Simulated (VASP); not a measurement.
# TiO2 (Anatase) (I4_1/amd) in VASP: single point with PBE+D3(BJ)

Aim: the single point of TiO2 (Anatase) with PBE+D3(BJ).

All numbers are computed with VASP 6.6.1; they aren't measurements. Logs are shortened: lines on timing, memory, paths and dates and some standing lists are left out, and cuts for length are marked.

### Step 1. The cell of the first run

The structure is tetragonal, space group I4_1/amd (No. 141). The conventional cell has a = 3.784 Å, b = 3.784 Å, c = 9.515 Å, α = 90.00°, β = 90.00°, γ = 90.00°. Ti (site symmetry -4m2) has 6 O at 1.93 to 1.98 Å within 2.6 Å. O (site symmetry 2mm) has 3 Ti at 1.93 to 1.98 Å and 2 O at 2.47 Å within 2.6 Å.

### Step 2. Single point, PBE+D3(BJ)

Contents of INCAR:

```
PREC = Accurate ; ENCUT = 520
EDIFF = 1E-6 ; ISMEAR = 0
SIGMA = 0.1 ; LREAL = False
LASPH = True ; NELM = 80
ALGO = Normal ; ISIF = 2
LWAVE = False ; LCHARG = False
GGA = PE ; IVDW = 12
NBANDS = 33
```

Contents of KPOINTS:

```
Automatic mesh
0
Gamma
  6 6 6
```

Contents of POSCAR:

```
TiO2
1.0
   -1.8921000000      1.8921000000      4.7573000000
    1.8921000000     -1.8921000000      4.7573000000
    1.8921000000      1.8921000000     -4.7573000000
Ti O
2 4
Direct
    0.0000000000      0.0000000000      0.0000000000
    0.7500000000      0.2500000000      0.5000000000
    0.2081000000      0.2081000000      0.0000000000
    0.9581000000      0.4581000000      0.5000000000
    0.5419000000      0.0419000000      0.5000000000
    0.7919000000      0.7919000000      0.0000000000
```

Potentials or basis: VASP PAW PBE potentials, release 64 (Ti_sv, O).

Command:

```sh
$ cat potpaw_PBE.64/Ti_sv/POTCAR potpaw_PBE.64/O/POTCAR > POTCAR
$ mpirun -np 1 vasp_std > vasp.out
```

OUTCAR:

```text
PREC = Accurate
   ENCUT = 520
   EDIFF = 1E-6
   ISMEAR = 0
   LREAL = False
   LASPH = True
   NELM = 80
   ISIF = 2
   GGA = PE
   IVDW = 12
 IVDW          = 12

 ion  position               nearest neighbor table
   1  0.000  0.000  0.000-   5 1.93   4 1.93   5 1.93   4 1.93   3 1.98   6 1.98
   2  0.750  0.250  0.500-   6 1.93   3 1.93   6 1.93   3 1.93   4 1.98   5 1.98
   3  0.208  0.208  0.000-   2 1.93   2 1.93   1 1.98
   4  0.958  0.458  0.500-   1 1.93   1 1.93   2 1.98
   5  0.542  0.042  0.500-   1 1.93   1 1.93   2 1.98
   6  0.792  0.792  0.000-   2 1.93   2 1.93   1 1.98

  LATTYP: Found a body centered tetragonal cell.
 ALAT       =     3.7842000000
 C/A-ratio  =     2.5142962846

  Lattice vectors:

 A1 = (  -1.8921000000,   1.8921000000,   4.7573000000)
 A2 = (   1.8921000000,  -1.8921000000,   4.7573000000)
 A3 = (   1.8921000000,   1.8921000000,  -4.7573000000)

Analysis of symmetry for initial positions (statically):
=====================================================================
 Subroutine PRICEL returns:
 Original cell was already a primitive cell.

 Routine SETGRP: Setting up the symmetry group for a
 body centered tetragonal supercell.

 Subroutine GETGRP returns: Found 16 space group operations
 (whereof  8 operations were pure point group operations)
 out of a pool of 16 trial point group operations.

The static configuration has the point symmetry D_2d.
 The point group associated with its full space group is D_4h.

Analysis of symmetry for dynamics (positions and initial velocities):
=====================================================================
 Subroutine PRICEL returns:
 Original cell was already a primitive cell.

 Routine SETGRP: Setting up the symmetry group for a
 body centered tetragonal supercell.

 Subroutine GETGRP returns: Found 16 space group operations
 (whereof  8 operations were pure point group operations)
 out of a pool of 16 trial point group operations.

The dynamic configuration has the point symmetry D_2d.
 The point group associated with its full space group is D_4h.

 Subroutine INISYM returns: Found 16 space group operations
 (whereof  8 operations are pure point group operations),
 and found     1 'primitive' translations

----------------------------------------------------------------------------------------

                                     Primitive cell

  volume of cell :      68.1253

  direct lattice vectors                    reciprocal lattice vectors
    -1.892100000  1.892100000  4.757300000     0.000000000  0.264256646  0.105101633
     1.892100000 -1.892100000  4.757300000     0.264256646  0.000000000  0.105101633
     1.892100000  1.892100000 -4.757300000     0.264256646  0.264256646  0.000000000

  length of vectors
     5.458203744  5.458203744  5.458203744     0.284390450  0.284390450  0.373715333

  position of ions in fractional coordinates (direct lattice)
     0.000000000  0.000000000  0.000000000
     0.750000000  0.250000000  0.500000000
     0.208100000  0.208100000  0.000000000
     0.958100000  0.458100000  0.500000000
     0.541900000  0.041900000  0.500000000
     0.791900000  0.791900000  0.000000000

  ion indices of the primitive-cell ions
   primitive index   ion index
                 1           1
                 2           2
                 3           3
                 4           4
                 5           5
                 6           6

----------------------------------------------------------------------------------------

 KPOINTS: Automatic mesh

Automatic generation of k-mesh.
 Grid dimensions read from file:
 generate k-points for:    6    6    6

 Generating k-lattice:

  Cartesian coordinates                     Fractional coordinates (reciprocal lattice)
     0.000000000  0.044042774  0.017516939     0.166666667  0.000000000 -0.000000000
     0.044042774  0.000000000  0.017516939     0.000000000  0.166666667 -0.000000000
     0.044042774  0.044042774  0.000000000     0.000000000  0.000000000  0.166666667

  Length of vectors
     0.047398408  0.047398408  0.062285889

  Shift w.r.t. Gamma in fractional coordinates (k-lattice)
     0.000000000  0.000000000  0.000000000

 Subroutine IBZKPT returns following result:
 ===========================================

 Found     30 irreducible k-points:

 Following reciprocal coordinates:
            Coordinates               Weight
  0.000000  0.000000  0.000000      1.000000
  0.166667 -0.000000  0.000000      8.000000
  0.333333  0.000000  0.000000      8.000000
  0.500000  0.000000  0.000000      4.000000
  0.166667  0.166667  0.000000      8.000000
  0.333333  0.166667 -0.000000     16.000000
[... 16 lines left out ...]
 -0.333333 -0.333333  0.166667      8.000000
 -0.166667 -0.333333  0.166667      8.000000
 [... further k-points ...]
   k-points           NKPTS =     30   k-points in BZ     NKDIM =     30   number of bands    NBANDS=     33
   number of dos      NEDOS =    301   number of ions     NIONS =      6
   total plane-waves  NPLWV =  74088
   dimension x,y,z NGX =    42 NGY =   42 NGZ =   42
   dimension x,y,z NGXF=    84 NGYF=   84 NGZF=   84
   ions per type =               2   4
   NGX,Y,Z   is equivalent  to a cutoff of  12.79, 12.79, 12.79 a.u.
   NGXF,Y,Z  is equivalent  to a cutoff of  25.58, 25.58, 25.58 a.u.
 SYSTEM =  unknown system
   PREC   = accura    normal or accurate (medium, high low for compatibility)
   ISTART =      0    job   : 0-new  1-cont  2-samecut
   ICHARG =      2    charge: 1-file 2-atom 10-const
   ISPIN  =      1    spin polarized calculation?
   LNONCOLLINEAR =      F non collinear calculations
   LSORBIT =      F    spin-orbit coupling
   LASPH  =      T    aspherical Exc in radial PAW
   ENCUT  =  520.0 eV  38.22 Ry    6.18 a.u.  10.15 10.15 10.15*2*pi/ulx,y,z
   NELM   =     80;   NELMIN=  2; NELMDL= -5     # of ELM steps
   EDIFF  = 0.1E-05   stopping-criterion for ELM
   LREAL  =      F    real-space projection
   EDIFFG = 0.1E-04   stopping-criterion for IOM
   NSW    =      0    number of steps for IOM
   IBRION =     -1    ionic relax: 0-MD 1-quasi-New 2-CG
   NFREE  =      0    steps in history (QN), initial steepest desc. (CG)
   ISIF   =      2    stress and relaxation
   ISYM   =      2    0-nonsym 1-usesym 2-fastsym
   POTIM  = 0.5000    time-step for ionic-motion
   TEBEG  =    0.0;   TEEND  =   0.0 temperature during run
   PSTRESS=    0.0 pullay stress
   NELECT =      48.0000    total number of electrons
   NUPDOWN=      -1.0000    fix difference up-down
   EMIN   =  10.00;   EMAX   =-10.00  energy-range for DOS
   EFERMI =   0.00;   METHOD = LEGACY
   ISMEAR =     0;   SIGMA  =   0.10  broadening in eV -4-tet -1-fermi 0-gaus
   EFERMI_NEDOS =   21; number of points for ismear=-14 and -15
   IALGO  =     38    algorithm
   IMIX   =      4    mixing-type and parameters
     AMIX     =   0.40;   BMIX     =  1.00
     AMIX_MAG =   1.60;   BMIX_MAG =  1.00
  volume/ion in A,a.u.               =      11.35        76.62
  Fermi-wavevector in a.u.,A,eV,Ry     =   1.456752  2.752862 28.873289  2.122127
  Thomas-Fermi vector in A             =   2.573634
   LORBIT       =      0    0 simple, 1 ext, 2 COOP (PROOUT), +10 PAW based schemes
   GGA     = PE    functional components
   LHFCALC =     F    Hartree Fock is set to
   AEXX    =    0.0000 exact exchange contribution
   IVDW    =    12    specifies the selected vdW correction
   LEPSILON=     F    determine dielectric tensor
   LRPA    =     F    only Hartree local field effects (RPA)
 non-spin polarized calculation
 Gauss-broadening in eV      SIGMA  =   0.10
  energy-cutoff  :      520.00
  volume of cell :       68.13
 maximum number of plane-waves:      1850
 NGX is ok and might be reduce to    42
   NGX = 21   NGY = 21   NGZ = 21

 number of electron      47.9999989 magnetization

 Free energy of the ion-electron system (eV)
  ---------------------------------------------------
  ext. energy  EPLUGINS =         0.00000000
  ---------------------------------------------------
  free energy    TOTEN  =       -53.82587774 eV

  energy without entropy =      -53.82587774  energy(sigma->0) =      -53.82587774

 E-fermi :   3.7885     XC(G=0): -10.7369

 val. band max:        3.3621588786   @ k =   0.5000   0.5000   0.0000
 cond. band min:       5.5044572251   @ k =   0.0000   0.0000   0.0000
 fundamental gap:      2.1422983465
 Fermi energy:         3.7885446763

 k-point     1 :       0.0000    0.0000    0.0000
  band No.  band energies     occupation
      1     -52.9934      2.00000
      2     -52.9328      2.00000
      3     -29.4603      2.00000
      4     -29.2190      2.00000
      5     -29.2190      2.00000
      6     -29.1471      2.00000
[... 25 lines left out ...]
     32       8.7046      0.00000
     33       8.7173      0.00000

 k-point     2 :       0.1667   -0.0000    0.0000
  band No.  band energies     occupation
      1     -52.9899      2.00000
      2     -52.9352      2.00000
      3     -29.4530      2.00000
      4     -29.2526      2.00000
      5     -29.2214      2.00000
      6     -29.1603      2.00000
[... 25 lines left out ...]
     32       8.9825      0.00000
     33       9.3218      0.00000

 k-point     3 :       0.3333    0.0000    0.0000
  band No.  band energies     occupation
      1     -52.9815      2.00000
      2     -52.9414      2.00000
      3     -29.4388      2.00000
      4     -29.3168      2.00000
      5     -29.2257      2.00000
      6     -29.1793      2.00000
[... 25 lines left out ...]
     32       9.3488      0.00000
     33       9.8244      0.00000

 k-point     4 :       0.5000    0.0000    0.0000
  band No.  band energies     occupation
      1     -52.9760      2.00000
      2     -52.9457      2.00000
      3     -29.4305      2.00000
      4     -29.3507      2.00000
      5     -29.2275      2.00000
      6     -29.1832      2.00000
[... 673 lines left out ...]
     32       9.4025      0.00000
     33       9.6292      0.00000

 k-point    23 :      -0.3333   -0.3333    0.1667
  band No.  band energies     occupation
      1     -52.9751      2.00000
      2     -52.9489      2.00000
      3     -29.3820      2.00000
      4     -29.2948      2.00000
      5     -29.2461      2.00000
      6     -29.1789      2.00000
[... 25 lines left out ...]
     32       9.4006      0.00000
     33       9.8078      0.00000

 k-point    24 :      -0.1667   -0.3333    0.1667
  band No.  band energies     occupation
      1     -52.9826      2.00000
      2     -52.9425      2.00000
      3     -29.4086      2.00000
      4     -29.2671      2.00000
      5     -29.2310      2.00000
      6     -29.1536      2.00000
[... 25 lines left out ...]
     32       9.1128      0.00000
     33       9.2254      0.00000

 [... further k-points ...]

------------------------ aborting loop because EDIFF is reached ----------------------------------------

 Edisp (eV)   -1.35559

 E8    (eV) :    -0.5387

  FORCE on cell =-STRESS in cart. coord.  units (eV):
  Direction    XX          YY          ZZ          XY          YZ          ZX
  --------------------------------------------------------------------------------------
  -------------------------------------------------------------------------------------
  Total       0.82458     0.82458     1.43968     0.00000     0.00000     0.00000
  in kB      19.39262    19.39262    33.85855     0.00000     0.00000     0.00000
  external pressure =       24.21 kB  Pullay stress =        0.00 kB

 VOLUME and BASIS-vectors are now :
 -----------------------------------------------------------------------------
  energy-cutoff  :      520.00
  volume of cell :       68.13
      direct lattice vectors                 reciprocal lattice vectors
    -1.892100000  1.892100000  4.757300000     0.000000000  0.264256646  0.105101633
     1.892100000 -1.892100000  4.757300000     0.264256646  0.000000000  0.105101633
     1.892100000  1.892100000 -4.757300000     0.264256646  0.264256646  0.000000000

 POSITION                                       TOTAL-FORCE (eV/Angst)
 -----------------------------------------------------------------------------------
      0.00000      0.00000      0.00000         0.000000      0.000000     -0.000000
      0.00000      1.89210      2.37865         0.000000      0.000000     -0.000000
      0.00000      0.00000      1.97999         0.000000     -0.000000      0.130492
      0.00000      1.89210      4.35864        -0.000000      0.000000      0.130492
      0.00000      1.89210      0.39866        -0.000000      0.000000     -0.130492
      0.00000      0.00000      7.53461         0.000000     -0.000000     -0.130492
 -----------------------------------------------------------------------------------
    total drift:                                0.000000      0.000000      0.000000

  FREE ENERGIE OF THE ION-ELECTRON SYSTEM (eV)
  ---------------------------------------------------
  free  energy   TOTEN  =       -55.1814684912 eV

  energy  without entropy=      -55.1814684912  energy(sigma->0) =      -55.18146849
```

Wall time 3.1 min (1 thread of Intel Xeon Platinum 8488C (Sapphire Rapids), shared host); peak memory 0.28 GiB.

What came out:

* Free energy: -55.1815 eV
* Pressure: 2.4 GPa
* Largest force: 0.130 eV/Å
* Band gap on the k mesh: 2.14 eV, indirect (least direct gap 2.45 eV)
* Dispersion energy per atom: -0.226 eV

Forces in eV/Å, atoms in the order of the input:
```
Ti   0.000  0.000  0.000
Ti   0.000  0.000  0.000
O    0.000  0.000  0.130
O    0.000  0.000  0.130
O    0.000  0.000 -0.130
O    0.000  0.000 -0.130
```

Stress tensor (GPa, compression positive):
```
1.94 0.00 0.00
0.00 1.94 0.00
0.00 0.00 3.39
```

A k mesh can miss the band edges. Expect the measured gap to be larger: semilocal functionals such as PBE lack the derivative discontinuity.
